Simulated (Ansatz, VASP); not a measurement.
# Two plane-wave programs on BiTe

The input INCAR:

```
SYSTEM = BiTe
PREC = Accurate
ENCUT = 520
EDIFF = 1E-7
ISMEAR = 0
SIGMA = 0.05
LREAL = .False.
LASPH = .True.
NELM = 100
ALGO = Normal
ISIF = 2
LWAVE = .False.
LCHARG = .True.
GGA = RE
LELF = .True.
LVHAR = .True.
NBANDS = 18
```

KPOINTS

```
regular mesh
0
Gamma
  6 6 6
  0 0 0
```

Contents of POSCAR:

```
BiTe
1.0
    0.0000000000      3.3233538858      3.3233538858
    3.3233538858      0.0000000000      3.3233538858
    3.3233538858      3.3233538858      0.0000000000
Bi Te
1 1
Direct
    0.5000000000      0.5000000000      0.5000000000
    0.0000000000      0.0000000000      0.0000000000
```

Input for Ansatz:

```yaml
crystal:
  lattice:
    - [0.0, 3.3233538858, 3.3233538858]
    - [3.3233538858, 0.0, 3.3233538858]
    - [3.3233538858, 3.3233538858, 0.0]
  atoms:
    - { symbol: Bi, position: [0.5, 0.5, 0.5] }
    - { symbol: Te, position: [0.0, 0.0, 0.0] }
basis:
  ecutwfc: 420
  ecutrho_ratio: 4
kpoints:
  mp_grid: { grid: [6, 6, 6] }
hamiltonian:
  xc: revpbe
scf:
  occupations: { method: gaussian, width: 0.05 }
output:
  forces: true
  stress: true
  eigenvalues: true
```

Alike in both runs: task single point; functional revPBE; k mesh 6 × 6 × 6; occupations gaussian, width 0.05 eV; no spin polarisation.

|  | VASP | Ansatz |
| --- | --- | --- |
| version | VASP 6.6.1 | Ansatz 0.2.0 |
| potentials or method | VASP PAW PBE potentials, release 64 (Bi_d, Te), cutoff 520 eV | scalar-relativistic, plane waves, PAW |
| valence electrons in the cell | 21 | 31 |

```csv
,VASP,Ansatz,Ansatz less VASP
gap on the k mesh at the Fermi level (eV),none,none,-
pressure (GPa),-1.7,-1.6,+0.07
```

VASP's potentials were made for PBE, not for revPBE. A gap of «none» marks a metal or a gap that the smearing closes. VASP's potentials hold 21 valence electrons a cell and Ansatz's 31, so a difference there can come from the potentials and not from the codes.

Spin-orbit coupling is off throughout.
